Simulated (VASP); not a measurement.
# Cd2S (P-3m1) in VASP: further runs, part 2 of 2

VASP 6.6.1.

## (4) Single point, PBE

Contents of INCAR:

```
SYSTEM = Cd2S
PREC = Accurate
ENCUT = 520
EDIFF = 1E-7
ISMEAR = 0
SIGMA = 0.1
LREAL = .FALSE.
LASPH = .TRUE.
NELM = 80
ALGO = Normal
ISIF = 2
LWAVE = .FALSE.
LCHARG = .TRUE.
GGA = PE
LELF = .TRUE.
LVHAR = .TRUE.
NBANDS = 22
```

Contents of KPOINTS:

```
regular mesh
0
G
  12 12 8
  0 0 0
```

Contents of POSCAR:

```
Cd2S
1.0
    3.8009163476      0.0000000000      0.0000000000
   -1.9004581738      3.2916901147      0.0000000000
    0.0000000000      0.0000000000      5.4119146225
Cd S
2 1
Direct
    0.6666666667      0.3333333333      0.6987820381
    0.3333333333      0.6666666667      0.3012179619
    0.0000000000      0.0000000000      0.0000000000
```

Potentials or basis: VASP PAW PBE potentials, release 64 (Cd, S).

Run with:

```console
$ cat potpaw_PBE.64/Cd/POTCAR potpaw_PBE.64/S/POTCAR > POTCAR
$ mpirun -np 1 vasp_std > vasp.out
```

OUTCAR:

```text
SYSTEM = Cd2S
   PREC = Accurate
   ENCUT = 520
   EDIFF = 1E-7
   ISMEAR = 0
   LREAL = .FALSE.
   LASPH = .TRUE.
   NELM = 80
   ISIF = 2
   GGA = PE

 ion  position               nearest neighbor table
   1  0.667  0.333  0.699-   3 2.73   3 2.73   3 2.73   2 3.07   2 3.07   2 3.07
   2  0.333  0.667  0.301-   3 2.73   3 2.73   3 2.73   1 3.07   1 3.07   1 3.07
   3  0.000  0.000  0.000-   1 2.73   2 2.73   1 2.73   2 2.73   1 2.73   2 2.73

  LATTYP: Found a hexagonal cell.
 ALAT       =     3.8009163476
 C/A-ratio  =     1.4238447068

  Lattice vectors:

 A1 = (   3.8009163476,   0.0000000000,   0.0000000000)
 A2 = (  -1.9004581738,   3.2916901147,   0.0000000000)
 A3 = (   0.0000000000,   0.0000000000,   5.4119146225)

Analysis of symmetry for initial positions (statically):
=====================================================================
 Subroutine PRICEL returns:
 Original cell was already a primitive cell.

 Routine SETGRP: Setting up the symmetry group for a
 hexagonal supercell.

 Subroutine GETGRP returns: Found 12 space group operations
 (whereof 12 operations were pure point group operations)
 out of a pool of 24 trial point group operations.

The static configuration has the point symmetry D_3d.

Analysis of symmetry for dynamics (positions and initial velocities):
=====================================================================
 Subroutine PRICEL returns:
 Original cell was already a primitive cell.

 Routine SETGRP: Setting up the symmetry group for a
 hexagonal supercell.

 Subroutine GETGRP returns: Found 12 space group operations
 (whereof 12 operations were pure point group operations)
 out of a pool of 24 trial point group operations.

The dynamic configuration has the point symmetry D_3d.

 Subroutine INISYM returns: Found 12 space group operations
 (whereof 12 operations are pure point group operations),
 and found     1 'primitive' translations

[... 112 lines left out ...]
   EFERMI_NEDOS =   21; number of points for ismear=-14 and -15
   IALGO  =     38    algorithm
   IMIX   =      4    mixing-type and parameters
     AMIX     =   0.40;   BMIX     =  1.00
     AMIX_MAG =   1.60;   BMIX_MAG =  1.00
  volume/ion in A,a.u.               =      22.57       152.31
  Fermi-wavevector in a.u.,A,eV,Ry     =   1.248042  2.358457 21.192553  1.557609
  Thomas-Fermi vector in A             =   2.382147
   LORBIT       =      0    0 simple, 1 ext, 2 COOP (PROOUT), +10 PAW based schemes
   GGA     = PE    functional components
   LHFCALC =     F    Hartree Fock is set to
   AEXX    =    0.0000 exact exchange contribution
   IVDW    =     0    specifies the selected vdW correction
   LEPSILON=     F    determine dielectric tensor
   LRPA    =     F    only Hartree local field effects (RPA)
 non-spin polarized calculation
 Gauss-broadening in eV      SIGMA  =   0.10
  energy-cutoff  :      520.00
  volume of cell :       67.71
 maximum number of plane-waves:      1851
   NGX = 15   NGY = 15   NGZ = 21

 number of electron      29.9999985 magnetization

 Free energy of the ion-electron system (eV)
  ---------------------------------------------------
  ext. energy  EPLUGINS =         0.00000000
  ---------------------------------------------------
  free energy    TOTEN  =        -6.46391789 eV

  energy without entropy =       -6.46190623  energy(sigma->0) =       -6.46291206

 E-fermi :   2.6491     XC(G=0): -10.1933

 val. band max:        2.6347144614   @ k =  -0.2500  -0.4167   0.1250
 cond. band min:       2.6927083932   @ k =   0.4167  -0.0000   0.1250
 fundamental gap:      0.0579939318
 Fermi energy:         2.6490780142

 k-point     1 :       0.0000    0.0000    0.0000
  band No.  band energies     occupation
      1     -10.4624      2.00000
      2      -5.9963      2.00000
      3      -5.9432      2.00000
      4      -5.9432      2.00000
      5      -5.7830      2.00000
      6      -5.7830      2.00000
[... 589 lines left out ...]
     21      12.0041      0.00000
     22      12.0140      0.00000

 [... further k-points ...]

------------------------ aborting loop because EDIFF is reached ----------------------------------------

  FORCE on cell =-STRESS in cart. coord.  units (eV):
  Direction    XX          YY          ZZ          XY          YZ          ZX
  --------------------------------------------------------------------------------------
  -------------------------------------------------------------------------------------
  Total        0.1157041      0.1157041      0.1424950      0.0000000      0.0000000      0.0000000
  in kB        2.7377953      2.7377953      3.3717249      0.0000000      0.0000000      0.0000000
  external PRESSURE =       2.9491052 kB  Pullay stress =       0.0000000 kB

 VOLUME and BASIS-vectors are now :
 -----------------------------------------------------------------------------
  energy-cutoff  :      520.00
  volume of cell :       67.71
      direct lattice vectors                 reciprocal lattice vectors
     3.800916348  0.000000000  0.000000000     0.263094451  0.151897652  0.000000000
    -1.900458174  3.291690115  0.000000000     0.000000000  0.303795304  0.000000000
     0.000000000  0.000000000  5.411914623     0.000000000  0.000000000  0.184777490

 POSITION                                       TOTAL-FORCE (eV/Angst)
 -----------------------------------------------------------------------------------
      1.90046      1.09723      3.78175        -0.000000      0.000000     -0.014303
     -0.00000      2.19446      1.63017         0.000000      0.000000      0.014303
      0.00000      0.00000      0.00000         0.000000      0.000000     -0.000000
 -----------------------------------------------------------------------------------
    total drift:                                0.000000     -0.000000      0.000000

  FREE ENERGIE OF THE ION-ELECTRON SYSTEM (eV)
  ---------------------------------------------------
  free  energy   TOTEN  =        -6.4639178925 eV

  energy  without entropy=       -6.4619062290  energy(sigma->0) =       -6.46291206
```

OSZICAR:

```text
N       E                     dE             d eps       ncg     rms          rms(c)
DAV:   1     0.205126977062E+03    0.20513E+03   -0.15095E+04  5764   0.128E+03
DAV:   2     0.758494665080E+00   -0.20437E+03   -0.19435E+03  6544   0.332E+02
DAV:   3    -0.713198776093E+01   -0.78905E+01   -0.78484E+01  6804   0.664E+01
DAV:   4    -0.717717356354E+01   -0.45186E-01   -0.45174E-01  6322   0.480E+00
DAV:   5    -0.717756574187E+01   -0.39218E-03   -0.39217E-03  6856   0.451E-01    0.766E+00
DAV:   6    -0.646883586477E+01    0.70873E+00   -0.14101E+00  7340   0.114E+01    0.604E+00
DAV:   7    -0.646691744666E+01    0.19184E-02   -0.35033E-01  6688   0.320E+00    0.309E+00
DAV:   8    -0.646540746470E+01    0.15100E-02   -0.35933E-02  6460   0.180E+00    0.234E-01
DAV:   9    -0.646377912041E+01    0.16283E-02   -0.78681E-03  6938   0.842E-01    0.114E-01
DAV:  10    -0.646388707169E+01   -0.10795E-03   -0.59213E-04  6316   0.199E-01    0.612E-02
DAV:  11    -0.646392542334E+01   -0.38352E-04   -0.10449E-04  6538   0.717E-02    0.181E-02
DAV:  12    -0.646391802865E+01    0.73947E-05   -0.27436E-05  6786   0.300E-02    0.629E-03
DAV:  13    -0.646391807593E+01   -0.47272E-07   -0.38837E-06  6424   0.122E-02    0.186E-03
DAV:  14    -0.646391789606E+01    0.17986E-06   -0.13362E-07  4770   0.369E-03    0.808E-04
DAV:  15    -0.646391789254E+01    0.35288E-08   -0.24557E-08  3332   0.152E-03
   1 F= -.64639179E+01 E0= -.64629121E+01  d E =-.201166E-02
```

It took 85 s on 1 thread of Intel Xeon 6975P-C (Granite Rapids), shared host; peak memory 0.3 GiB.

What came out:

| Item | Value |
| --- | --- |
| Free energy | -6.4639 eV |
| Pressure | 0.3 GPa |
| Largest force | 0.014 eV/Å |
| Band gap on the k mesh | zero (bands 15 and 16 overlap by 2.16 eV) |

Forces on the atoms (eV/Å):
```
Cd   0.000  0.000 -0.014
Cd   0.000  0.000  0.014
S    0.000  0.000  0.000
```

Levels at points of the mesh, in eV from the Fermi level:
```tsv
k point	band 13	band 14	band 15	band 16	band 17	band 18
(0.00, 0.00, 0.00)	-4.27	-0.93	-0.93	3.35	5.17	6.03
(0.50, 0.00, 0.00)	-2.63	-1.97	-0.50	-0.02	1.56	5.23
(0.00, 0.00, 0.50)	-1.01	-1.01	-0.64	0.81	6.41	7.04
(0.50, 0.00, 0.50)	-3.69	-2.28	-1.63	2.20	2.74	4.40
```

## (5) Single point, PBE

This run uses another cell than the first one: it holds 6 atoms, not 3.

Contents of INCAR:

```
PREC     = Accurate       # precision mode
ENCUT    = 520            # plane-wave cutoff, eV
EDIFF    = 1E-6           # SCF threshold, eV
ISMEAR   = 0              # smearing method
SIGMA    = 0.2            # smearing width, eV
LREAL    = F              # projectors in reciprocal space
LASPH    = T              # aspherical terms in the spheres
NELM     = 80             # most SCF steps
ALGO     = Normal         # electronic algorithm
ISIF     = 2              # what is computed and relaxed
LWAVE    = F              # write WAVECAR
LCHARG   = F              # write CHGCAR
GGA      = PE             # functional
NBANDS   = 39             # bands
```

Contents of KPOINTS:

```
Automatic mesh
0
Gamma
  6 4 4
```

Contents of POSCAR:

```
Cd2S
1.0
   -1.9004581738      3.2916901147      0.0000000000
    0.0000000000      0.0000000000      5.4119146225
    5.7013745214      3.2916901147      0.0000000000
Cd S
4 2
Direct
    1.0000000000      0.6987820381      0.3333333333
    0.5000000000      0.6987820381      0.8333333333
    0.5000000000      0.3012179619      0.1666666667
    1.0000000000      0.3012179619      0.6666666667
    0.5000000000      0.0000000000      0.5000000000
    1.0000000000      0.0000000000      0.0000000000
```

Run with:

```console
$ cat potpaw_PBE.64/Cd/POTCAR potpaw_PBE.64/S/POTCAR > POTCAR
$ mpirun -np 1 vasp_std > vasp.out
```

It took 68 s on 1 thread of Intel Xeon 6975P-C (Granite Rapids), shared host; peak memory 0.31 GiB.

Results (log left out):

```
Free energy            : -12.9484 eV
Pressure               : 0.3 GPa
Largest force          : 0.025 eV/Å
Band gap on the k mesh : zero (bands 30 and 31 overlap by 1.47 eV)
```

Forces on the atoms (eV/Å):
```
Cd   0.005  0.003 -0.025
Cd   0.005  0.003 -0.025
Cd  -0.005 -0.003  0.025
Cd  -0.005 -0.003  0.025
S    0.000  0.000  0.000
S    0.000  0.000  0.000
```

Stress tensor (GPa, compression positive):
```
 0.22 -0.15  0.05
-0.15  0.40  0.03
 0.05  0.03  0.22
```

Levels at points of the mesh, in eV from the Fermi level:
```tsv
k point	band 26	band 27	band 28	band 29	band 30	band 31	band 32	band 33	band 34	band 35
(0.00, 0.00, 0.00)	-2.56	-1.89	-0.86	-0.86	-0.43	0.05	1.63	3.42	5.24	5.31
(0.50, 0.00, 0.00)	-3.32	-2.49	-2.49	-0.69	-0.69	2.15	2.15	3.06	3.06	3.23
(0.00, 0.50, 0.00)	-2.21	-1.56	-0.94	-0.94	-0.57	0.88	2.28	2.81	4.48	6.38
(0.50, 0.50, 0.00)	-3.98	-2.78	-2.78	-0.88	-0.88	0.65	0.65	4.14	4.14	4.90
(0.00, 0.00, 0.50)	-3.58	-2.21	-2.21	-1.40	-1.40	2.63	2.63	4.49	4.49	5.60
(0.50, 0.00, 0.50)	-2.56	-1.89	-1.89	-0.43	-0.43	0.05	0.05	1.63	1.63	5.31
(0.00, 0.50, 0.50)	-3.26	-1.27	-1.27	-0.27	-0.27	2.52	2.52	3.57	3.57	5.40
(0.50, 0.50, 0.50)	-3.62	-2.21	-2.21	-1.56	-1.56	2.28	2.28	2.81	2.81	4.48
```

## (6) The runs side by side

```tsv
task	cell	k mesh	cutoff (eV)	smearing	gap on the mesh (eV)	pressure (GPa)	largest force (eV/Å)
single point	a = 3.808, b = 3.808, c = 5.390 Å, angles 90.0, 90.0, 120.0°, 3 atoms, atomic positions A	6 × 6 × 4	520	gaussian 0.2 eV	none	0.4	0.06
relaxation of cell and atoms	relaxed from a = 4.000, b = 4.000, c = 4.900 Å, angles 90.0, 90.0, 120.0°, 3 atoms, atomic positions B	6 × 6 × 4	600	gaussian 0.2 eV	none	0.2	0.05
single point	a = 3.801, b = 3.801, c = 5.412 Å, angles 90.0, 90.0, 120.0°, 3 atoms, atomic positions C	12 × 12 × 8	520	gaussian 0.1 eV	none	0.3	0.01
single point	a = 3.801, b = 5.412, c = 6.583 Å, 6 atoms, atomic positions D	6 × 4 × 4	520	gaussian 0.2 eV	none	0.3	0.03
```

Alike in all rows: level PBE; potentials or basis VASP PAW PBE potentials, release 64 (Cd, S); no spin polarisation.

Caveats: the relaxation stopped at a loose force limit of 0.08 eV/Å, so its end isn't a converged minimum (at least some runs).

Absolute energies hang on the potentials; compare differences alone.

The gap in the log of VASP goes by the Fermi energy; the results here count the filled bands.